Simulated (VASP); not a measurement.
Here is a VASP 6.6.1 calculation.

Contents of INCAR:

```
SYSTEM = KAs3
  ALGO = Normal
  EDIFF = 1E-6
  EDIFFG = -0.01
  ENCUT = 600
  GGA = PE
  IBRION = 2
  ISIF = 3
  ISMEAR = 0
  LASPH = .True.
  LCHARG = .False.
  LREAL = .False.
  LWAVE = .False.
  NELM = 100
  NSW = 100
  PREC = Accurate
  SIGMA = 0.1
```

KPOINTS

```
k-points
0
Gamma
  10 10 10
  0 0 0
```

The input POSCAR:

```
KAs3
1.0
    4.4596081418      0.0000000000      0.0000000000
    0.0000000000      4.4596081418      0.0000000000
    0.0000000000      0.0000000000      4.4596081418
K As
1 3
Direct
    0.0000000000      0.0000000000      0.0000000000
    0.0000000000      0.5000000000      0.5000000000
    0.5000000000      0.0000000000      0.5000000000
    0.5000000000      0.5000000000      0.0000000000
```

Potentials or basis: VASP PAW PBE potentials, release 64 (K_sv, As).

Run with:

```console
$ cat potpaw_PBE.64/K_sv/POTCAR potpaw_PBE.64/As/POTCAR > POTCAR
$ mpirun -np 1 vasp_std > vasp.out
```

Task: Predict the relaxed cell.

Result: a = 4.464 Å, b = 4.464 Å, c = 4.464 Å, α = 90.00°, β = 90.00°, γ = 90.00°.

Task: Predict the band gap on the k mesh.

Result: Zero (bands 12 and 13 overlap by 4.26 eV).

Task: Predict the space group after relaxing (to 0.1 Å).

Result: Pm-3m (No. 221).

Task: What does it give for the relaxed volume?

Result: 22.23 Å³/atom.

Final structure:
```
K As
1.0
     4.46368    0.00000    0.00000
     0.00000    4.46368    0.00000
     0.00000    0.00000    4.46368
K As
1 3
Direct
  0.00000 0.00000 0.00000
  0.00000 0.50000 0.50000
  0.50000 0.00000 0.50000
  0.50000 0.50000 0.00000
```
